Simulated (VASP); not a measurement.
Set up this calculation in VASP 6.6.1, as the native input.

* Task: single point
* Functional: PBE
* Potentials or basis: VASP PAW PBE potentials, release 64 (Mg, S)
* Cutoff: 520 eV
* k mesh: 12 × 12 × 4
* Occupations: fermi-dirac, width 0.02 eV
* Spin: no spin polarisation
* Dipole correction: no
* Further INCAR settings: ALGO = Normal; EDIFF = 1e-06; NBANDS = 16

The structure of MgS lies in POSCAR:

```
MgS
1.0
    3.8686891988      0.0000000000      0.0000000000
   -1.9343445994      3.3503831255      0.0000000000
    0.0000000000      0.0000000000      6.1981534621
Mg S
2 2
Direct
    0.3333333333      0.6666666667     -0.0031473047
    0.6666666667      0.3333333333      0.4968526953
    0.3333333333      0.6666666667      0.3781473047
    0.6666666667      0.3333333333      0.8781473047
```

This cell differs from its parent crystal: strain -4.0%.

One way to write it, as run:

INCAR

```
PREC     = Accurate       # precision mode
ENCUT    = 520            # plane-wave cutoff, eV
EDIFF    = 1E-6           # SCF threshold, eV
ISMEAR   = -1             # smearing method
SIGMA    = 0.02           # smearing width, eV
LREAL    = F              # projectors in reciprocal space
LASPH    = T              # aspherical terms in the spheres
NELM     = 60             # most SCF steps
ALGO     = Normal         # electronic algorithm
ISIF     = 2              # what is computed and relaxed
LWAVE    = F              # write WAVECAR
LCHARG   = F              # write CHGCAR
GGA      = PE             # functional
NBANDS   = 16             # bands
```

KPOINTS

```
regular mesh
0
Gamma
  12 12 4
```

Potentials or basis: VASP PAW PBE potentials, release 64 (Mg, S).

Launch:

```console
$ cat potpaw_PBE.64/Mg/POTCAR potpaw_PBE.64/S/POTCAR > POTCAR
$ mpirun -np 1 vasp_std > vasp.out
```

It gave:

The pressure is 10.1 GPa and the largest force is 0.006 eV/Å. The band gap on the k mesh is 4.09 eV, direct.

Caveat: the cell differs from its parent crystal (strain -4.0%).

Run time: 2.1 min on 1 thread of AMD EPYC 7R13 (shared host), peak memory 0.2 GiB.
